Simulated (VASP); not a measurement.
# La2O3 (P-3m1) in VASP: notebook, part 2 of 2

VASP 6.6.1. The steps go on from the part before.

**3. Single point, PBE**

This run uses another cell than the first one, of 17.67 Å³/atom.

INCAR

```
SYSTEM = La2O3
PREC     = Accurate       ! precision mode
ENCUT    = 520            ! plane-wave cutoff, eV
EDIFF    = 1E-6           ! SCF threshold, eV
ISMEAR   = 0              ! smearing method
SIGMA    = 0.01           ! smearing width, eV
LREAL    = .FALSE.        ! projectors in reciprocal space
LASPH    = .TRUE.         ! aspherical terms in the spheres
NELM     = 60             ! most SCF steps
ALGO     = Normal         ! electronic algorithm
ISIF     = 2              ! what is computed and relaxed
LWAVE    = .FALSE.        ! write WAVECAR
LCHARG   = .FALSE.        ! write CHGCAR
GGA      = PE             ! functional
NBANDS   = 28             ! bands
```

KPOINTS

```
Automatic mesh
0
G
  6 6 4
  0 0 0
```

POSCAR

```
La2O3
1.0
    4.0329214990      0.0000000000      0.0000000000
   -2.0164607495      3.4926118493      0.0000000000
    0.0000000000      0.0000000000      6.2707765963
La O
2 3
Direct
    0.6666666667      0.3333333333      0.7537640000
    0.3333333333      0.6666666667      0.2462360000
    0.6666666667      0.3333333333      0.3541090000
    0.3333333333      0.6666666667      0.6458910000
    0.0000000000      0.0000000000      0.0000000000
```

Potentials or basis: VASP PAW PBE potentials, release 64 (La, O).

Run with:

```sh
> cat potpaw_PBE.64/La/POTCAR potpaw_PBE.64/O/POTCAR > POTCAR
> mpirun -np 1 vasp_std > vasp.out
```

OUTCAR:

```text
SYSTEM = La2O3
   PREC = Accurate
   ENCUT = 520
   EDIFF = 1E-6
   ISMEAR = 0
   LREAL = .FALSE.
   LASPH = .TRUE.
   NELM = 60
   ISIF = 2
   GGA = PE

 ion  position               nearest neighbor table
   1  0.667  0.333  0.754-   4 2.42   4 2.42   4 2.42   3 2.51   5 2.79   5 2.79   5 2.79
   2  0.333  0.667  0.246-   3 2.42   3 2.42   3 2.42   4 2.51   5 2.79   5 2.79   5 2.79
   3  0.667  0.333  0.354-   2 2.42   2 2.42   2 2.42   1 2.51
   4  0.333  0.667  0.646-   1 2.42   1 2.42   1 2.42   2 2.51
   5  0.000  0.000  0.000-   2 2.79   1 2.79   2 2.79   1 2.79   1 2.79   2 2.79

  LATTYP: Found a hexagonal cell.
 ALAT       =     4.0329214990
 C/A-ratio  =     1.5548967660

  Lattice vectors:

 A1 = (   4.0329214990,   0.0000000000,   0.0000000000)
 A2 = (  -2.0164607495,   3.4926118493,   0.0000000000)
 A3 = (   0.0000000000,   0.0000000000,   6.2707765963)

Analysis of symmetry for initial positions (statically):
=====================================================================
 Subroutine PRICEL returns:
 Original cell was already a primitive cell.

 Routine SETGRP: Setting up the symmetry group for a
 hexagonal supercell.

 Subroutine GETGRP returns: Found 12 space group operations
 (whereof 12 operations were pure point group operations)
 out of a pool of 24 trial point group operations.

The static configuration has the point symmetry D_3d.

Analysis of symmetry for dynamics (positions and initial velocities):
=====================================================================
 Subroutine PRICEL returns:
 Original cell was already a primitive cell.

 Routine SETGRP: Setting up the symmetry group for a
 hexagonal supercell.

 Subroutine GETGRP returns: Found 12 space group operations
 (whereof 12 operations were pure point group operations)
 out of a pool of 24 trial point group operations.

The dynamic configuration has the point symmetry D_3d.

 Subroutine INISYM returns: Found 12 space group operations
 (whereof 12 operations are pure point group operations),
 and found     1 'primitive' translations

----------------------------------------------------------------------------------------

                                     Primitive cell

  volume of cell :      88.3266

  direct lattice vectors                    reciprocal lattice vectors
     4.032921499  0.000000000  0.000000000     0.247959203  0.143159338  0.000000000
    -2.016460750  3.492611849  0.000000000     0.000000000  0.286318676  0.000000000
     0.000000000  0.000000000  6.270776596     0.000000000  0.000000000  0.159469881

  length of vectors
     4.032921499  4.032920962  6.270776596     0.286318638  0.286318676  0.159469881

  position of ions in fractional coordinates (direct lattice)
     0.666666667  0.333333333  0.753764000
     0.333333333  0.666666667  0.246236000
     0.666666667  0.333333333  0.354109000
     0.333333333  0.666666667  0.645891000
     0.000000000  0.000000000  0.000000000

  ion indices of the primitive-cell ions
   primitive index   ion index
                 1           1
                 2           2
                 3           3
[... 23 lines left out ...]

 Subroutine IBZKPT returns following result:
 ===========================================

 Found     24 irreducible k-points:

 Following reciprocal coordinates:
            Coordinates               Weight
  0.000000  0.000000  0.000000      1.000000
  0.166667  0.000000  0.000000      6.000000
  0.333333  0.000000  0.000000      6.000000
  0.500000  0.000000  0.000000      3.000000
  0.166667  0.166667  0.000000      6.000000
  0.333333  0.166667  0.000000     12.000000
[... 16 lines left out ...]
  0.333333  0.166667  0.500000     12.000000
  0.333333  0.333333  0.500000      2.000000
   k-points           NKPTS =     24   k-points in BZ     NKDIM =     24   number of bands    NBANDS=     28
   number of dos      NEDOS =    301   number of ions     NIONS =      5
   total plane-waves  NPLWV =  43200
   dimension x,y,z NGX =    30 NGY =   30 NGZ =   48
   dimension x,y,z NGXF=    60 NGYF=   60 NGZF=   96
   ions per type =               2   3
   NGX,Y,Z   is equivalent  to a cutoff of  12.37, 12.37, 12.73 a.u.
   NGXF,Y,Z  is equivalent  to a cutoff of  24.73, 24.73, 25.45 a.u.
 SYSTEM =  La2O3
   PREC   = accura    normal or accurate (medium, high low for compatibility)
   ISTART =      0    job   : 0-new  1-cont  2-samecut
   ICHARG =      2    charge: 1-file 2-atom 10-const
   ISPIN  =      1    spin polarized calculation?
   LNONCOLLINEAR =      F non collinear calculations
   LSORBIT =      F    spin-orbit coupling
   LASPH  =      T    aspherical Exc in radial PAW
   ENCUT  =  520.0 eV  38.22 Ry    6.18 a.u.   7.50  7.50 11.66*2*pi/ulx,y,z
   NELM   =     60;   NELMIN=  2; NELMDL= -5     # of ELM steps
   EDIFF  = 0.1E-05   stopping-criterion for ELM
   LREAL  =      F    real-space projection
   EDIFFG = 0.1E-04   stopping-criterion for IOM
   NSW    =      0    number of steps for IOM
   IBRION =     -1    ionic relax: 0-MD 1-quasi-New 2-CG
   NFREE  =      0    steps in history (QN), initial steepest desc. (CG)
   ISIF   =      2    stress and relaxation
   ISYM   =      2    0-nonsym 1-usesym 2-fastsym
   POTIM  = 0.5000    time-step for ionic-motion
   TEBEG  =    0.0;   TEEND  =   0.0 temperature during run
   PSTRESS=    0.0 pullay stress
   NELECT =      40.0000    total number of electrons
   NUPDOWN=      -1.0000    fix difference up-down
   EMIN   =  10.00;   EMAX   =-10.00  energy-range for DOS
   EFERMI =   0.00;   METHOD = LEGACY
   ISMEAR =     0;   SIGMA  =   0.01  broadening in eV -4-tet -1-fermi 0-gaus
   EFERMI_NEDOS =   21; number of points for ismear=-14 and -15
   IALGO  =     38    algorithm
   IMIX   =      4    mixing-type and parameters
     AMIX     =   0.40;   BMIX     =  1.00
     AMIX_MAG =   1.60;   BMIX_MAG =  1.00
  volume/ion in A,a.u.               =      17.67       119.21
  Fermi-wavevector in a.u.,A,eV,Ry     =   1.257181  2.375727 21.504051  1.580503
  Thomas-Fermi vector in A             =   2.390852
   LORBIT       =      0    0 simple, 1 ext, 2 COOP (PROOUT), +10 PAW based schemes
   GGA     = PE    functional components
   LHFCALC =     F    Hartree Fock is set to
   AEXX    =    0.0000 exact exchange contribution
   IVDW    =     0    specifies the selected vdW correction
   LEPSILON=     F    determine dielectric tensor
   LRPA    =     F    only Hartree local field effects (RPA)
 non-spin polarized calculation
 Gauss-broadening in eV      SIGMA  =   0.01
  energy-cutoff  :      520.00
  volume of cell :       88.33
 maximum number of plane-waves:      2405
 NGX is ok and might be reduce to    30
   NGX = 15   NGY = 15   NGZ = 23

 number of electron      40.0000012 magnetization

 Free energy of the ion-electron system (eV)
  ---------------------------------------------------
  ext. energy  EPLUGINS =         0.00000000
  ---------------------------------------------------
  free energy    TOTEN  =       -41.69348951 eV

  energy without entropy =      -41.69348951  energy(sigma->0) =      -41.69348951

 E-fermi :   5.3239     XC(G=0): -10.0996

 val. band max:        5.2462007488   @ k =   0.5000   0.0000   0.5000
 cond. band min:       8.9776414302   @ k =   0.5000   0.0000   0.0000
 fundamental gap:      3.7314406815
 Fermi energy:         5.3238730810

 k-point     1 :       0.0000    0.0000    0.0000
  band No.  band energies     occupation
      1     -24.8441      2.00000
      2     -24.6756      2.00000
      3     -11.3901      2.00000
      4     -10.2230      2.00000
      5      -9.8586      2.00000
      6      -8.3230      2.00000
[... 733 lines left out ...]
     27      10.2142      0.00000
     28      10.2362      0.00000

------------------------ aborting loop because EDIFF is reached ----------------------------------------

  FORCE on cell =-STRESS in cart. coord.  units (eV):
  Direction    XX          YY          ZZ          XY          YZ          ZX
  --------------------------------------------------------------------------------------
  -------------------------------------------------------------------------------------
  Total       -4.4832042     -4.4832026     -3.1480658      0.0000000      0.0000000     -0.0000000
  in kB      -81.3219312    -81.3219023    -57.1035304      0.0000000      0.0000000     -0.0000000
  external PRESSURE =     -73.2491213 kB  Pullay stress =       0.0000000 kB

 VOLUME and BASIS-vectors are now :
 -----------------------------------------------------------------------------
  energy-cutoff  :      520.00
  volume of cell :       88.33
      direct lattice vectors                 reciprocal lattice vectors
     4.032921499  0.000000000  0.000000000     0.247959203  0.143159338  0.000000000
    -2.016460750  3.492611849  0.000000000     0.000000000  0.286318676  0.000000000
     0.000000000  0.000000000  6.270776596     0.000000000  0.000000000  0.159469881

 POSITION                                       TOTAL-FORCE (eV/Angst)
 -----------------------------------------------------------------------------------
      2.01646      1.16420      4.72669        -0.000000     -0.000000     -0.515187
     -0.00000      2.32841      1.54409        -0.000000      0.000000      0.515187
      2.01646      1.16420      2.22054         0.000000      0.000000     -0.089849
     -0.00000      2.32841      4.05024         0.000000     -0.000000      0.089849
      0.00000      0.00000      0.00000        -0.000000     -0.000000     -0.000000
 -----------------------------------------------------------------------------------
    total drift:                               -0.000000      0.000000      0.000000

  FREE ENERGIE OF THE ION-ELECTRON SYSTEM (eV)
  ---------------------------------------------------
  free  energy   TOTEN  =       -41.6934895052 eV

  energy  without entropy=      -41.6934895052  energy(sigma->0) =      -41.69348951
```

Wall time 2.2 min (1 thread of Intel Xeon 8259CL, shared host); peak memory 0.23 GiB.

What came out:

```
Free energy            : -41.6935 eV
Pressure               : -7.3 GPa
Largest force          : 0.515 eV/Å
Band gap on the k mesh : 3.73 eV (least direct gap 3.95 eV)
```

Forces in eV/Å, atoms in the order of the input:
```
La   0.000  0.000 -0.515
La   0.000  0.000  0.515
O    0.000  0.000 -0.090
O    0.000  0.000  0.090
O    0.000  0.000  0.000
```

Stress tensor (GPa, compression positive):
```
-8.13  0.00  0.00
 0.00 -8.13  0.00
 0.00  0.00 -5.71
```

Caveat: the cell stands under tension; spin-orbit coupling is left out, which moves the levels of the heavy elements. A k mesh can miss the band edges.
